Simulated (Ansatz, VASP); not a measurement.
**In3As: VASP beside Ansatz**

```xyz
4
Lattice="4.6021 0.0000 0.0000 0.0000 4.6021 0.0000 0.0000 0.0000 4.6021" Properties=species:S:1:pos:R:3 pbc="T T T"
In    0.0000    2.3011    2.3011
In    2.3011    0.0000    2.3011
In    2.3011    2.3011    0.0000
As    0.0000   -0.0265   -0.0265
```

Change from the starting cell: all As atoms moved +0.037 Å, as atom 4 towards its neighbour atom 1 (In) at 3.254 Å.

Alike in both runs: task single point; functional PBE; dispersion D3(BJ); k mesh 10 × 10 × 10; occupations gaussian, width 0.15 eV; no spin polarisation.

|  | VASP | Ansatz |
| --- | --- | --- |
| version | VASP 6.6.1 | Ansatz 0.2.0 |
| potentials or method | VASP PAW PBE potentials, release 64 (In_d, As), cutoff 520 eV | scalar-relativistic, plane waves, PAW |
| valence electrons in the cell | 44 | 54 |

```csv
,VASP,Ansatz,Ansatz less VASP
gap on the k mesh at the Fermi level (eV),none,none,-
pressure (GPa),0.0,0.0,0.00
rms of the force components (eV/Å),0.014,0.014,0.0000
```

Atom by atom the forces differ by 0.000 eV/Å (rms over components). A gap of «none» marks a metal or a gap that the smearing closes. VASP's potentials hold 44 valence electrons a cell and Ansatz's 54, so a difference there can come from the potentials and not from the codes.
